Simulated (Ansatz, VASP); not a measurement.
**NaI: VASP beside Ansatz**

Contents of INCAR:

```
SYSTEM = NaI
PREC     = Accurate       ! precision mode
ENCUT    = 520            ! plane-wave cutoff, eV
EDIFF    = 1E-6           ! SCF threshold, eV
ISMEAR   = 0              ! smearing method
SIGMA    = 0.05           ! smearing width, eV
LREAL    = .False.        ! projectors in reciprocal space
LASPH    = .True.         ! aspherical terms in the spheres
NELM     = 100            ! most SCF steps
ALGO     = Normal         ! electronic algorithm
ISIF     = 2              ! what is computed and relaxed
LWAVE    = .False.        ! write WAVECAR
LCHARG   = .True.         ! write CHGCAR
GGA      = PE             ! functional
LELF     = .True.         ! ELF
LVHAR    = .True.       
NBANDS   = 14             ! bands
```

KPOINTS

```
regular mesh
0
Gamma
  8 8 8
  0 0 0
```

POSCAR

```
NaI
1.0
    0.4060758672      3.4516448711      3.4516448711
    3.4516448711      0.4060758672      3.4516448711
    3.4516448711      3.4516448711      0.4060758672
Na I
1 1
Direct
    0.0000000000      0.0000000000      0.0000000000
    0.5000000000      0.5000000000      0.5000000000
```

Input for Ansatz:

```yaml
crystal:
  lattice:
    - [0.4060758672, 3.4516448711, 3.4516448711]
    - [3.4516448711, 0.4060758672, 3.4516448711]
    - [3.4516448711, 3.4516448711, 0.4060758672]
  atoms:
    - { symbol: Na, position: [0.0, 0.0, 0.0] }
    - { symbol: I, position: [0.5, 0.5, 0.5] }
basis:
  ecutwfc: 420
kpoints:
  mp_grid: { grid: [8, 8, 8] }
hamiltonian:
  xc: pbe
scf:
  occupations: { method: gaussian, width: 0.05 }
output:
  forces: true
  stress: true
  eigenvalues: true
```

Alike in both runs: task single point; functional PBE; k mesh 8 × 8 × 8; occupations gaussian, width 0.05 eV; no spin polarisation.

```csv
,VASP,Ansatz
version,VASP 6.6.1,Ansatz 0.2.0
potentials or method,"VASP PAW PBE potentials, release 64 (Na_pv, I), cutoff 520 eV","scalar-relativistic, plane waves, PAW"
valence electrons in the cell,14,26
```

```csv
,VASP,Ansatz,Ansatz less VASP
gap on the k mesh at the Fermi level (eV),3.02,3.02,+0.003
least direct gap on the mesh (eV),3.02,3.02,+0.003
pressure (GPa),0.4,0.4,-0.01
"traceless stress, the component that is largest in VASP (GPa)",-1.13,-1.14,-0.003
```

With one functional, cell and mesh, what is left measures potentials, basis and numerics. VASP's potentials hold 14 valence electrons a cell and Ansatz's 26, so a difference there can come from the potentials and not from the codes.

Spin-orbit coupling is off throughout.
